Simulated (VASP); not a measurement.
Runs of VASP 6.6.1 on Se. The structure is that of space group I4_1/amd (No. 141), or close to it. The cells are those of the table. 

```csv
cell,gap on the mesh (eV),pressure (GPa)
"a = 4.297, b = 4.297, c = 4.962 Å, angles 54.7, 54.7, 70.5°, 2 atoms",none,-5.2
"a = 4.823, b = 4.823, c = 3.938 Å, angles 65.9, 65.9, 48.2°, 2 atoms",none,(a)
"a = 4.367, b = 4.367, c = 4.545 Å, angles 58.6, 58.6, 62.7°, 2 atoms",none,(b)
"a = 4.330, b = 4.330, c = 4.666 Å, angles 57.4, 57.4, 65.2°, 2 atoms",none,-2.5
"a = 4.697, b = 4.697, c = 4.050 Å, angles 64.5, 64.5, 51.1°, 2 atoms",none,-4.1
```

Alike in all rows: task single point; level LDA; potentials or basis VASP PAW LDA potentials, release 64 (Se); no spin polarisation; k mesh 14 × 14 × 14; cutoff (eV) 520; smearing gaussian 0.15 eV.

Task: Estimate the missing entries.

Result: (a) -5.8; (b) -1.9.

A k mesh can miss the band edges, and the runs leave out spin-orbit coupling on Se.

A gap of «none» marks levels without a gap at the run's occupations.
